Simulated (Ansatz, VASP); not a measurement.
# Two plane-wave programs on Pt

The input INCAR:

```
ALGO     = Fast           # electronic algorithm
EDIFF    = 1E-6           # SCF threshold, eV
ENCUT    = 520            # plane-wave cutoff, eV
GGA      = CA             # functional
ISIF     = 2              # what is computed and relaxed
ISMEAR   = 0              # smearing method
LASPH    = T              # aspherical terms in the spheres
LCHARG   = F              # write CHGCAR
LREAL    = F              # projectors in reciprocal space
LWAVE    = F              # write WAVECAR
NBANDS   = 11             # bands
NELM     = 100            # most SCF steps
PREC     = Accurate       # precision mode
SIGMA    = 0.15           # smearing width, eV
```

File KPOINTS:

```
k-points
0
Gamma
  22 22 22
```

POSCAR

```
Pt
1.0
   -1.5366934000      1.5366934000      1.6317466000
    1.5366934000     -1.5366934000      1.6317466000
    1.5366934000      1.5366934000     -1.6317466000
Pt
1
Direct
    0.0000000000      0.0000000000      0.0000000000
```

Input for Ansatz:

```yaml
crystal:
  lattice:
    - [-1.5366934, 1.5366934, 1.6317466]
    - [1.5366934, -1.5366934, 1.6317466]
    - [1.5366934, 1.5366934, -1.6317466]
  atoms:
    - { symbol: Pt, position: [0.0, 0.0, 0.0] }
basis:
  ecutwfc: 520.0
kpoints:
  mp_grid: { grid: [22, 22, 22] }
hamiltonian:
  xc: lda
scf:
  occupations: { method: gaussian, width: 0.15 }
output:
  forces: true
  stress: true
  eigenvalues: true
```

Change from the starting cell: strain -0.030 along x and y, +0.030 along z, atoms carried along.

Alike in both runs: task single point; functional LDA; k mesh 22 × 22 × 22; occupations gaussian, width 0.15 eV; no spin polarisation.

|  | VASP | Ansatz |
| --- | --- | --- |
| version | VASP 6.6.1 | Ansatz 0.2.0 |
| potentials or method | VASP PAW LDA potentials, release 64 (Pt), cutoff 520 eV | scalar-relativistic, plane waves, PAW |
| valence electrons in the cell | 10 | 18 |

|  | VASP | Ansatz | Ansatz less VASP |
| --- | --- | --- | --- |
| gap on the k mesh at the Fermi level (eV) | none | none | - |
| pressure (GPa) | -8.3 | -9.0 | -0.67 |
| traceless stress, the component that is largest in VASP (GPa) | 3.44 | 3.45 | +0.008 |

LDA's correlation is that of Perdew and Zunger in VASP and of Perdew and Wang (1992) in Ansatz. A gap of «none» marks a metal or a gap that the smearing closes. VASP's potentials hold 10 valence electrons a cell and Ansatz's 18, so a difference there can come from the potentials and not from the codes.

Spin-orbit coupling is off throughout.
